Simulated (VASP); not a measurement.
Here is a VASP 6.6.1 calculation.

INCAR

```
ALGO     = Normal         # electronic algorithm
EDIFF    = 1E-7           # SCF threshold, eV
ENCUT    = 520            # plane-wave cutoff, eV
GGA      = CA             # functional
ISIF     = 2              # what is computed and relaxed
ISMEAR   = -1             # smearing method
LASPH    = True           # aspherical terms in the spheres
LCHARG   = False          # write CHGCAR
LREAL    = False          # projectors in reciprocal space
LWAVE    = False          # write WAVECAR
NBANDS   = 8              # bands
NELM     = 60             # most SCF steps
PREC     = Accurate       # precision mode
SIGMA    = 0.08           # smearing width, eV
```

The input KPOINTS:

```
k-points
0
Gamma
  19 19 19
```

File POSCAR:

```
Al
1.0
   -1.2821063290      1.2821063290      1.2821063290
    1.2821063290     -1.2821063290      1.2821063290
    1.2821063290      1.2821063290     -1.2821063290
Al
1
Direct
    0.0000000000      0.0000000000      0.0000000000
```

Potentials or basis: VASP PAW LDA potentials, release 64 (Al).

Launch:

```console
$ cat potpaw_LDA.64/Al/POTCAR > POTCAR
$ mpirun -np 1 vasp_std > vasp.out
```

**Question.** Estimate the pressure.

**Answer.** 192.8 GPa.
